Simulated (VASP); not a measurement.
# Ni3Se (Pm-3m) in VASP: single point with PBE

Aim: the single point of Ni3Se with PBE.

Program: VASP 6.6.1. These are calculated values, not measurements. Logs are shortened: lines on timing, memory, paths and dates and some standing lists are left out, and cuts for length are marked.

## (1) The cell of the first run

Symmetry: Pm-3m, No. 221, cubic system. Conventional cell: a = 3.781 Å, b = 3.781 Å, c = 3.781 Å, α = 90.00°, β = 90.00°, γ = 90.00°. Ni (site symmetry 4/mmm) has 8 Ni at 2.67 Å and 4 Se at 2.67 Å within 3.5 Å. Se (site symmetry m-3m) has 12 Ni at 2.67 Å within 3.5 Å.

## (2) Single point, PBE, collinear spin, ferromagnetic start

INCAR reads:

```
  ALGO = Normal
  EDIFF = 1E-7
  ENCUT = 520
  GGA = PE
  ISIF = 2
  ISMEAR = 0
  ISPIN = 2
  LASPH = True
  LCHARG = False
  LMAXMIX = 4
  LORBIT = 11
  LREAL = False
  LWAVE = False
  MAGMOM = 2 2 2 0
  NBANDS = 30
  NELM = 150
  PREC = Accurate
  SIGMA = 0.1
```

KPOINTS reads:

```
k-points
0
Gamma
  6 6 6
```

POSCAR reads:

```
Ni3Se
1.0
    3.7810065612      0.0000000000      0.0000000000
    0.0000000000      3.7810065612      0.0000000000
    0.0000000000      0.0000000000      3.7810065612
Ni Se
3 1
Direct
    0.0000000000      0.5000000000      0.5000000000
    0.5000000000      0.0000000000      0.5000000000
    0.5000000000      0.5000000000      0.0000000000
    0.0000000000      0.0000000000      0.0000000000
```

Potentials or basis: VASP PAW PBE potentials, release 64 (Ni, Se).

Run with:

```bash
$ cat potpaw_PBE.64/Ni/POTCAR potpaw_PBE.64/Se/POTCAR > POTCAR
$ mpirun -np 1 vasp_std > vasp.out
```

OUTCAR:

```text
EDIFF = 1E-7
   ENCUT = 520
   GGA = PE
   ISIF = 2
   ISMEAR = 0
   ISPIN = 2
   LASPH = True
   LORBIT = 11
   LREAL = False
   NELM = 150
   PREC = Accurate

 ion  position               nearest neighbor table
   1  0.000  0.500  0.500-   2 2.67   3 2.67   4 2.67   3 2.67   4 2.67   2 2.67   4 2.67   4 2.67
                             2 2.67   3 2.67   3 2.67   2 2.67
   2  0.500  0.000  0.500-   1 2.67   3 2.67   4 2.67   3 2.67   4 2.67   1 2.67   3 2.67   3 2.67
                             1 2.67   4 2.67   4 2.67   1 2.67
   3  0.500  0.500  0.000-   1 2.67   2 2.67   4 2.67   1 2.67   2 2.67   2 2.67   4 2.67   2 2.67
                             1 2.67   4 2.67   1 2.67   4 2.67
   4  0.000  0.000  0.000-   1 2.67   2 2.67   3 2.67   1 2.67   2 2.67   1 2.67   3 2.67   1 2.67
                             2 2.67   3 2.67   2 2.67   3 2.67

  LATTYP: Found a simple cubic cell.
 ALAT       =     3.7810065612

  Lattice vectors:

 A1 = (   3.7810065612,   0.0000000000,   0.0000000000)
 A2 = (   0.0000000000,   3.7810065612,   0.0000000000)
 A3 = (   0.0000000000,   0.0000000000,   3.7810065612)

Analysis of symmetry for initial positions (statically):
=====================================================================
 Subroutine PRICEL returns:
 Original cell was already a primitive cell.

 Routine SETGRP: Setting up the symmetry group for a
 simple cubic supercell.

 Subroutine GETGRP returns: Found 48 space group operations
 (whereof 48 operations were pure point group operations)
 out of a pool of 48 trial point group operations.

The static configuration has the point symmetry O_h .

Analysis of symmetry for dynamics (positions and initial velocities):
=====================================================================
 Subroutine PRICEL returns:
 Original cell was already a primitive cell.

 Routine SETGRP: Setting up the symmetry group for a
 simple cubic supercell.

 Subroutine GETGRP returns: Found 48 space group operations
 (whereof 48 operations were pure point group operations)
 out of a pool of 48 trial point group operations.

The dynamic configuration has the point symmetry O_h .

Analysis of structural, dynamic, and magnetic symmetry:
=====================================================================
 Subroutine PRICEL returns:
 Original cell was already a primitive cell.
[... 130 lines left out ...]
  Thomas-Fermi vector in A             =   2.549596
   LORBIT       =     11    0 simple, 1 ext, 2 COOP (PROOUT), +10 PAW based schemes
   GGA     = PE    functional components
   LHFCALC =     F    Hartree Fock is set to
   AEXX    =    0.0000 exact exchange contribution
   IVDW    =     0    specifies the selected vdW correction
   LEPSILON=     F    determine dielectric tensor
   LRPA    =     F    only Hartree local field effects (RPA)
 spin polarized calculation
 Gauss-broadening in eV      SIGMA  =   0.10
  energy-cutoff  :      520.00
  volume of cell :       54.05
 maximum number of plane-waves:      1472
   NGX = 15   NGY = 15   NGZ = 15

 number of electron      36.0000007 magnetization       2.1374638

 Free energy of the ion-electron system (eV)
  ---------------------------------------------------
  ext. energy  EPLUGINS =         0.00000000
  ---------------------------------------------------
  free energy    TOTEN  =       -19.32775124 eV

  energy without entropy =      -19.29039663  energy(sigma->0) =      -19.30907394

 E-fermi :   8.1471     XC(G=0): -12.1585

 val. band max:        8.1468132085   @ k =   0.5000   0.1667   0.0000
 cond. band min:       8.1580822579   @ k =   0.1667   0.0000   0.0000
 fundamental gap:      0.0112690493
 Fermi energy:         8.1471421370

 spin component 1

 k-point     1 :       0.0000    0.0000    0.0000
  band No.  band energies     occupation
      1      -7.1638      1.00000
      2       3.3748      1.00000
      3       4.4270      1.00000
      4       4.4270      1.00000
      5       4.4270      1.00000
      6       4.7287      1.00000
[... 649 lines left out ...]
     29      26.7060      0.00000
     30      26.7060      0.00000
 Fermi energy:         8.1471421370

 spin component 2

 k-point     1 :       0.0000    0.0000    0.0000
  band No.  band energies     occupation
      1      -7.0263      1.00000
      2       3.5317      1.00000
      3       4.5397      1.00000
      4       4.5397      1.00000
      5       4.5397      1.00000
      6       5.1395      1.00000
[... 649 lines left out ...]
     29      26.6903      0.00000
     30      26.6903      0.00000

------------------------ aborting loop because EDIFF is reached ----------------------------------------

  FORCE on cell =-STRESS in cart. coord.  units (eV):
  Direction    XX          YY          ZZ          XY          YZ          ZX
  --------------------------------------------------------------------------------------
  -------------------------------------------------------------------------------------
  Total       -3.8167406     -3.8167406     -3.8167406     -0.0000000     -0.0000000      0.0000000
  in kB     -113.1308197   -113.1308197   -113.1308197     -0.0000000     -0.0000000      0.0000000
  external PRESSURE =    -113.1308197 kB  Pullay stress =       0.0000000 kB

 VOLUME and BASIS-vectors are now :
 -----------------------------------------------------------------------------
  energy-cutoff  :      520.00
  volume of cell :       54.05
      direct lattice vectors                 reciprocal lattice vectors
     3.781006561  0.000000000  0.000000000     0.264479837  0.000000000  0.000000000
     0.000000000  3.781006561  0.000000000     0.000000000  0.264479837  0.000000000
     0.000000000  0.000000000  3.781006561     0.000000000  0.000000000  0.264479837

 POSITION                                       TOTAL-FORCE (eV/Angst)
 -----------------------------------------------------------------------------------
      0.00000      1.89050      1.89050         0.000000      0.000000      0.000000
      1.89050      0.00000      1.89050         0.000000      0.000000      0.000000
      1.89050      1.89050      0.00000         0.000000      0.000000      0.000000
      0.00000      0.00000      0.00000         0.000000      0.000000      0.000000
 -----------------------------------------------------------------------------------
    total drift:                                0.000000      0.000000      0.000000

  FREE ENERGIE OF THE ION-ELECTRON SYSTEM (eV)
  ---------------------------------------------------
  free  energy   TOTEN  =       -19.3277512444 eV

  energy  without entropy=      -19.2903966320  energy(sigma->0) =      -19.30907394

 total charge

# of ion       s       p       d       tot
------------------------------------------
    1        0.380   0.347   8.376   9.103
    2        0.380   0.347   8.376   9.103
    3        0.380   0.347   8.376   9.103
    4        1.476   2.126   0.113   3.716
--------------------------------------------------
tot          2.616   3.168  25.241  31.025

 magnetization (x)

# of ion       s       p       d       tot
------------------------------------------
    1       -0.003  -0.002   0.672   0.667
    2       -0.003  -0.002   0.672   0.667
    3       -0.003  -0.002   0.672   0.667
    4        0.014   0.131  -0.005   0.140
--------------------------------------------------
tot          0.006   0.124   2.011   2.141
```

Wall time 49 s (1 thread of Intel Xeon Platinum 8375C at 2.90GHz (Ice Lake), shared host); peak memory 0.2 GiB.

What came out:

| Item | Value |
| --- | --- |
| Free energy | -19.3278 eV |
| Pressure | -11.3 GPa |
| Net moment | 2.14 μB per cell |
| Site moments | Ni +0.67; Se +0.14 μB |
| Valence electrons inside the program's atomic spheres | Ni 9.10; Se 3.72 |

Levels at points of the mesh, in eV from the Fermi level:
Spin up:
```tsv
k point	band 15	band 16	band 17	band 18	band 19	band 20	band 21	band 22	band 23	band 24
(0.00, 0.00, 0.00)	-1.00	-1.00	-0.75	-0.69	-0.69	-0.69	4.88	4.88	6.81	6.81
(0.50, 0.00, 0.00)	-1.36	-0.95	-0.69	0.11	0.19	0.19	3.67	4.31	4.31	5.08
(0.50, 0.50, 0.00)	-1.50	-1.38	-1.33	-0.44	-0.44	1.16	2.89	6.18	6.18	6.51
(0.50, 0.50, 0.50)	-1.41	-1.41	-0.79	-0.79	-0.79	-0.48	2.55	2.55	2.55	10.30
```
Spin down:
```
           k point  band 15  band 16  band 17  band 18  band 19  band 20
(0.00, 0.00, 0.00)    -0.46    -0.46    -0.07     0.21     0.21     0.21
(0.50, 0.00, 0.00)    -0.78    -0.39     0.19     0.21     0.73     0.73
(0.50, 0.50, 0.00)    -0.87    -0.68    -0.52     0.27     0.27     1.66
(0.50, 0.50, 0.50)    -0.77    -0.77    -0.52     0.02     0.02     0.02
```

Caveat: the cell stands under tension.
